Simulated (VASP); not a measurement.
# Ge (I4_1/amd) in VASP: a series of runs, part 2 of 2

VASP 6.6.1. Earlier steps stand in the parts before.

**5. Single point, PBE**

INCAR

```
SYSTEM = Ge
PREC = Accurate ; ENCUT = 520
EDIFF = 1E-6 ; ISMEAR = 0
SIGMA = 0.028999999999999998 ; LREAL = .False.
LASPH = .True. ; NELM = 100
ALGO = Normal ; ISIF = 2
LWAVE = .False. ; LCHARG = .False.
GGA = PE ; NBANDS = 21
```

KPOINTS

```
regular mesh
0
Gamma
  11 11 11
  0 0 0
```

POSCAR

```
Ge
1.0
   -2.5744897190      2.5744897190      1.3974126432
    2.5744897190     -2.5744897190      1.3974126432
    2.5744897190      2.5744897190     -1.3974126432
Ge
2
Direct
    0.5000000000      0.5000000000      0.0000000000
    0.2500000000      0.7500000000      0.5000000000
```

Potentials or basis: VASP PAW PBE potentials, release 64 (Ge_d).

On the command line:

```sh
cat potpaw_PBE.64/Ge_d/POTCAR > POTCAR
mpirun -np 1 vasp_std > vasp.out
```

OUTCAR:

```text
SYSTEM = Ge
   PREC = Accurate
   ENCUT = 520
   EDIFF = 1E-6
   ISMEAR = 0
   LREAL = .False.
   LASPH = .True.
   NELM = 100
   ISIF = 2
   GGA = PE

 ion  position               nearest neighbor table
   1  0.500  0.500  0.000-   2 2.67   2 2.67   2 2.67   2 2.67
   2  0.250  0.750  0.500-   1 2.67   1 2.67   1 2.67   1 2.67

  LATTYP: Found a body centered tetragonal cell.
 ALAT       =     5.1489794380
 C/A-ratio  =     0.5427920853

  Lattice vectors:

 A1 = (  -2.5744897190,   2.5744897190,   1.3974126432)
 A2 = (   2.5744897190,  -2.5744897190,   1.3974126432)
 A3 = (   2.5744897190,   2.5744897190,  -1.3974126432)

Analysis of symmetry for initial positions (statically):
=====================================================================
 Subroutine PRICEL returns:
 Original cell was already a primitive cell.

 Routine SETGRP: Setting up the symmetry group for a
 body centered tetragonal supercell.

 Subroutine GETGRP returns: Found 16 space group operations
 (whereof  8 operations were pure point group operations)
 out of a pool of 16 trial point group operations.

The static configuration has the point symmetry D_2d.
 The point group associated with its full space group is D_4h.

Analysis of symmetry for dynamics (positions and initial velocities):
=====================================================================
 Subroutine PRICEL returns:
 Original cell was already a primitive cell.

 Routine SETGRP: Setting up the symmetry group for a
 body centered tetragonal supercell.

 Subroutine GETGRP returns: Found 16 space group operations
 (whereof  8 operations were pure point group operations)
 out of a pool of 16 trial point group operations.

The dynamic configuration has the point symmetry D_2d.
 The point group associated with its full space group is D_4h.

 Subroutine INISYM returns: Found 16 space group operations
 (whereof  8 operations are pure point group operations),
[... 111 lines left out ...]
   ISMEAR =     0;   SIGMA  =   0.03  broadening in eV -4-tet -1-fermi 0-gaus
   EFERMI_NEDOS =   21; number of points for ismear=-14 and -15
   IALGO  =     38    algorithm
   IMIX   =      4    mixing-type and parameters
     AMIX     =   0.40;   BMIX     =  1.00
     AMIX_MAG =   1.60;   BMIX_MAG =  1.00
  volume/ion in A,a.u.               =      18.52       125.01
  Fermi-wavevector in a.u.,A,eV,Ry     =   1.491209  2.817976 30.255333  2.223704
  Thomas-Fermi vector in A             =   2.603893
   LORBIT       =      0    0 simple, 1 ext, 2 COOP (PROOUT), +10 PAW based schemes
   GGA     = PE    functional components
   LHFCALC =     F    Hartree Fock is set to
   AEXX    =    0.0000 exact exchange contribution
   IVDW    =     0    specifies the selected vdW correction
   LEPSILON=     F    determine dielectric tensor
   LRPA    =     F    only Hartree local field effects (RPA)
 non-spin polarized calculation
 Gauss-broadening in eV      SIGMA  =   0.03
  energy-cutoff  :      520.00
  volume of cell :       37.05
 maximum number of plane-waves:      1029
 NGX is ok and might be reduce to    30
   NGX = 15   NGY = 15   NGZ = 15

 number of electron      28.0000028 magnetization

 Free energy of the ion-electron system (eV)
  ---------------------------------------------------
  ext. energy  EPLUGINS =         0.00000000
  ---------------------------------------------------
  free energy    TOTEN  =        -8.56015551 eV

  energy without entropy =       -8.55933115  energy(sigma->0) =       -8.55974333

 E-fermi :   6.8465     XC(G=0): -11.3194

 val. band max:        6.8459833492   @ k =  -0.4545   0.0909   0.0000
 cond. band min:       6.8574624191   @ k =   0.2727   0.0909   0.0909
 fundamental gap:      0.0114790699
 Fermi energy:         6.8464879837

 k-point     1 :       0.0000    0.0000    0.0000
  band No.  band energies     occupation
      1     -17.9540      2.00000
      2     -17.9103      2.00000
      3     -17.8785      2.00000
      4     -17.8781      2.00000
      5     -17.7726      2.00000
      6     -17.7726      2.00000
[... 565 lines left out ...]
     20      19.0103      0.00000
     21      19.4195      0.00000

 [... further k-points ...]

------------------------ aborting loop because EDIFF is reached ----------------------------------------

  FORCE on cell =-STRESS in cart. coord.  units (eV):
  Direction    XX          YY          ZZ          XY          YZ          ZX
  --------------------------------------------------------------------------------------
  -------------------------------------------------------------------------------------
  Total        0.6871186      0.6871186      0.7762361      0.0000000      0.0000000      0.0000000
  in kB       29.7149696     29.7149696     33.5689272      0.0000000      0.0000000      0.0000000
  external PRESSURE =      30.9996221 kB  Pullay stress =       0.0000000 kB

 VOLUME and BASIS-vectors are now :
 -----------------------------------------------------------------------------
  energy-cutoff  :      520.00
  volume of cell :       37.05
      direct lattice vectors                 reciprocal lattice vectors
    -2.574489719  2.574489719  1.397412643     0.000000000  0.194213244  0.357804119
     2.574489719 -2.574489719  1.397412643     0.194213244  0.000000000  0.357804119
     2.574489719  2.574489719 -1.397412643     0.194213244  0.194213244  0.000000000

 POSITION                                       TOTAL-FORCE (eV/Angst)
 -----------------------------------------------------------------------------------
      0.00000      0.00000      1.39741        -0.000000     -0.000000      0.000000
      2.57449      0.00000      0.69871         0.000000      0.000000     -0.000000
 -----------------------------------------------------------------------------------
    total drift:                                0.000000     -0.000000      0.000000

  FREE ENERGIE OF THE ION-ELECTRON SYSTEM (eV)
  ---------------------------------------------------
  free  energy   TOTEN  =        -8.5601555145 eV

  energy  without entropy=       -8.5593311450  energy(sigma->0) =       -8.55974333
```

OSZICAR:

```text
N       E                     dE             d eps       ncg     rms          rms(c)
DAV:   1     0.178113934508E+03    0.17811E+03   -0.14204E+04  5985   0.386E+03
DAV:   2     0.154255668952E+02   -0.16269E+03   -0.15776E+03  5332   0.599E+02
DAV:   3    -0.791301014674E+01   -0.23339E+02   -0.23149E+02  5982   0.133E+02
DAV:   4    -0.856824947647E+01   -0.65524E+00   -0.65471E+00  5852   0.260E+01
DAV:   5    -0.857784330171E+01   -0.95938E-02   -0.95935E-02  6054   0.344E+00    0.211E+00
DAV:   6    -0.856544363233E+01    0.12400E-01   -0.17674E-02  7120   0.226E+00    0.120E+00
DAV:   7    -0.856030442038E+01    0.51392E-02   -0.12606E-02  7195   0.168E+00    0.111E-01
DAV:   8    -0.856015344672E+01    0.15097E-03   -0.19550E-03  6642   0.796E-01    0.403E-02
DAV:   9    -0.856015627892E+01   -0.28322E-05   -0.57551E-05  6776   0.109E-01    0.114E-02
DAV:  10    -0.856015551448E+01    0.76443E-06   -0.36095E-06  5436   0.253E-02
   1 F= -.85601555E+01 E0= -.85597433E+01  d E =-.824369E-03
```

Run time: 38 s. Hardware: 1 thread of Intel Xeon 6975P-C (Granite Rapids), shared host; peak memory 0.21 GiB.

Results:

- Free energy: -8.5602 eV
- Pressure: 3.1 GPa
- Band gap on the k mesh: zero (bands 14 and 15 overlap by 4.71 eV)

Caveat: the cell stands under pressure.

**6. Single point, PBE**

INCAR

```
SYSTEM = Ge
PREC = Accurate ; ENCUT = 520
EDIFF = 1E-6 ; ISMEAR = 0
SIGMA = 0.03 ; LREAL = .FALSE.
LASPH = .TRUE. ; NELM = 80
ALGO = Normal ; ISIF = 2
LWAVE = .FALSE. ; LCHARG = .FALSE.
GGA = PE ; NBANDS = 21
```

KPOINTS

```
regular mesh
0
G
  11 11 11
  0 0 0
```

POSCAR is that of step 5.

Potentials or basis: VASP PAW PBE potentials, release 64 (Ge_d).

On the command line:

```sh
cat potpaw_PBE.64/Ge_d/POTCAR > POTCAR
mpirun -np 1 vasp_std > vasp.out
```

OUTCAR:

```text
SYSTEM = Ge
   PREC = Accurate
   ENCUT = 520
   EDIFF = 1E-6
   ISMEAR = 0
   LREAL = .FALSE.
   LASPH = .TRUE.
   NELM = 80
   ISIF = 2
   GGA = PE

 ion  position               nearest neighbor table
   1  0.500  0.500  0.000-   2 2.67   2 2.67   2 2.67   2 2.67
   2  0.250  0.750  0.500-   1 2.67   1 2.67   1 2.67   1 2.67

  LATTYP: Found a body centered tetragonal cell.
 ALAT       =     5.1489794380
 C/A-ratio  =     0.5427920853

  Lattice vectors:

 A1 = (  -2.5744897190,   2.5744897190,   1.3974126432)
 A2 = (   2.5744897190,  -2.5744897190,   1.3974126432)
 A3 = (   2.5744897190,   2.5744897190,  -1.3974126432)

Analysis of symmetry for initial positions (statically):
=====================================================================
 Subroutine PRICEL returns:
 Original cell was already a primitive cell.

 Routine SETGRP: Setting up the symmetry group for a
 body centered tetragonal supercell.

 Subroutine GETGRP returns: Found 16 space group operations
 (whereof  8 operations were pure point group operations)
 out of a pool of 16 trial point group operations.
[... 162 lines left out ...]
  free energy    TOTEN  =        -8.56018423 eV

  energy without entropy =       -8.55931295  energy(sigma->0) =       -8.55974859

 E-fermi :   6.8463     XC(G=0): -11.3194

 val. band max:        6.8459630307   @ k =  -0.4545   0.0909   0.0000
 cond. band min:       6.8574536945   @ k =   0.2727   0.0909   0.0909
 fundamental gap:      0.0114906638
 Fermi energy:         6.8462505042

 k-point     1 :       0.0000    0.0000    0.0000
  band No.  band energies     occupation
      1     -17.9540      2.00000
      2     -17.9103      2.00000
      3     -17.8785      2.00000
      4     -17.8782      2.00000
      5     -17.7726      2.00000
      6     -17.7726      2.00000
[... 565 lines left out ...]
     20      19.0103      0.00000
     21      19.4194      0.00000

 [... further k-points ...]

------------------------ aborting loop because EDIFF is reached ----------------------------------------

  FORCE on cell =-STRESS in cart. coord.  units (eV):
  Direction    XX          YY          ZZ          XY          YZ          ZX
  --------------------------------------------------------------------------------------
  -------------------------------------------------------------------------------------
  Total        0.6879550      0.6879550      0.7743961      0.0000000      0.0000000      0.0000000
  in kB       29.7511429     29.7511429     33.4893527      0.0000000      0.0000000      0.0000000
  external PRESSURE =      30.9972129 kB  Pullay stress =       0.0000000 kB

 VOLUME and BASIS-vectors are now :
 -----------------------------------------------------------------------------
  energy-cutoff  :      520.00
  volume of cell :       37.05
      direct lattice vectors                 reciprocal lattice vectors
    -2.574489719  2.574489719  1.397412643     0.000000000  0.194213244  0.357804119
     2.574489719 -2.574489719  1.397412643     0.194213244  0.000000000  0.357804119
     2.574489719  2.574489719 -1.397412643     0.194213244  0.194213244  0.000000000

 POSITION                                       TOTAL-FORCE (eV/Angst)
 -----------------------------------------------------------------------------------
      0.00000      0.00000      1.39741        -0.000000      0.000000      0.000000
      2.57449      0.00000      0.69871         0.000000     -0.000000     -0.000000
 -----------------------------------------------------------------------------------
    total drift:                                0.000000     -0.000000      0.000000

  FREE ENERGIE OF THE ION-ELECTRON SYSTEM (eV)
  ---------------------------------------------------
  free  energy   TOTEN  =        -8.5601842292 eV

  energy  without entropy=       -8.5593129519  energy(sigma->0) =       -8.55974859
```

stdout:

```text
POSCAR found type information on POSCAR Ge
 POSCAR found :  1 types and       2 ions
 scaLAPACK will be used
 LDA part: xc-table for (Slater+PW92), standard interpolation
 POSCAR, INCAR and KPOINTS ok, starting setup
 FFT: planning ... GRIDC
 FFT: planning ... GRID_SOFT
 FFT: planning ... GRID
 WAVECAR not read
 entering main loop
```

It took 42 s on 1 thread of Intel Xeon 6975P-C (Granite Rapids), shared host; peak memory 0.21 GiB.

What came out:

```yaml
Free_energy: -8.5602 eV
Pressure: 3.1 GPa
Band_gap_on_the_k_mesh: zero (bands 14 and 15 overlap by 4.71 eV)
```

Stress tensor (GPa, compression positive):
```
2.98 0.00 0.00
0.00 2.98 0.00
0.00 0.00 3.35
```

Caveat: the cell stands under pressure.

**7. Summary**

| smearing | gap on the mesh (eV) | pressure (GPa) |
| --- | --- | --- |
| gaussian 0.02 eV | none | 3.1 |
| gaussian 0.021 eV | none | 3.1 |
| gaussian 0.024 eV | none | 3.2 |
| gaussian 0.029 eV | none | 3.1 |
| gaussian 0.03 eV | none | 3.1 |

Alike in all rows: task single point; level PBE; potentials or basis VASP PAW PBE potentials, release 64 (Ge_d); no spin polarisation; cell as given; k mesh 11 × 11 × 11; cutoff (eV) 520.

Caveats: the cell stands under pressure.

Total energies depend on the potentials used, so only differences within one code and one set of settings carry meaning.
